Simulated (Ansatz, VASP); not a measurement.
# One calculation of Fe, two programs

```
Fe
1.0
     2.52111    0.00000    0.00000
    -1.26056    2.18335    0.00000
     0.00000    0.00000    4.38835
Fe
2
Direct
  0.33333 0.66667 0.25000
  0.66667 0.33333 0.75000
```

Alike in both runs: task relaxation of cell and atoms; functional PBE; k mesh 18 × 18 × 10; occupations gaussian, width 0.1 eV; collinear spin.

```csv
,VASP,Ansatz
version,VASP 6.6.1,Ansatz 0.2.0
potentials or method,"VASP PAW PBE potentials, release 64 (Fe), cutoff 600 eV","scalar-relativistic, plane waves, PAW"
valence electrons in the cell,16,32
```

|  | VASP | Ansatz | Ansatz less VASP |
| --- | --- | --- | --- |
| gap on the k mesh at the Fermi level, each at its own relaxed structure (eV) | none | none | - |
| net moment per atom (μB) | 2.59 | 2.58 | -0.003 |
| size of the moment on the site where the two differ most (μB) | 2.57 | 2.61 | +0.032 |
| relaxed volume (Å³/atom) | 12.06 | 12.07 | +0.013 |
| relaxed cell length with the largest relative difference (Å) | 2.523 | 2.524 | +0.0010 |

Site moments also hang on the region over which each program counts them. A gap of «none» marks a metal or a gap that the smearing closes. VASP's potentials hold 16 valence electrons a cell and Ansatz's 32, so a difference there can come from the potentials and not from the codes.
